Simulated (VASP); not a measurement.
A run of VASP 6.6.1 is set up as follows.

File INCAR:

```
  ALGO = Normal
  EDIFF = 1E-6
  ENCUT = 750
  GGA = PE
  GGA_COMPAT = False
  ISIF = 2
  ISMEAR = 0
  LASPH = True
  LCHARG = True
  LELF = True
  LMAXMIX = 6
  LREAL = False
  LVHAR = True
  LWAVE = False
  NBANDS = 24
  NELM = 200
  PREC = Accurate
  SIGMA = 0.15
```

Contents of KPOINTS:

```
k-points
0
Gamma
  3 3 3
```

POSCAR

```
LiTmH4
1.0
    0.0000000000      2.9187478119      2.9187478119
    2.9187478119      0.0000000000      2.9187478119
    2.9187478119      2.9187478119      0.0000000000
Li Tm H
1 1 4
Direct
    0.2500000000      0.2500000000      0.2500000000
    0.0000000000      0.0000000000      0.0000000000
    0.6250937897      0.6250937897      0.6250937897
    0.6250937897      0.6250937897      0.1247186308
    0.6250937897      0.1247186308      0.6250937897
    0.1247186308      0.6250937897      0.6250937897
```

Potentials or basis: VASP PAW PBE potentials, release 64 (Li_sv, Tm, H).

Run with:

```sh
$ cat potpaw_PBE.64/Li_sv/POTCAR potpaw_PBE.64/Tm/POTCAR potpaw_PBE.64/H/POTCAR > POTCAR
$ mpirun -np 1 vasp_std > vasp.out
```

Problem. What does it give for the pressure?

Solution. 0.2 GPa.

Problem. Predict the band gap on the k mesh.

Solution. Zero (band 15 reaches 1.89 eV, above the bottom of band 16 at 1.54 eV).

Forces in eV/Å, atoms in the order of the input:
```
Li   0.000  0.000  0.000
Tm   0.000  0.000  0.000
H    0.021  0.021  0.021
H   -0.021 -0.021  0.021
H   -0.021  0.021 -0.021
H    0.021 -0.021 -0.021
```

Caveat: the k points lie up to 0.62 Å⁻¹ apart; spin-orbit coupling is left out, which moves the levels of the heavy elements; without U or exact exchange the open f shell lies at the Fermi level, which spoils levels, moments and volumes. Spin polarisation is off, so any magnetic state and its effect on volume and gap are missing.
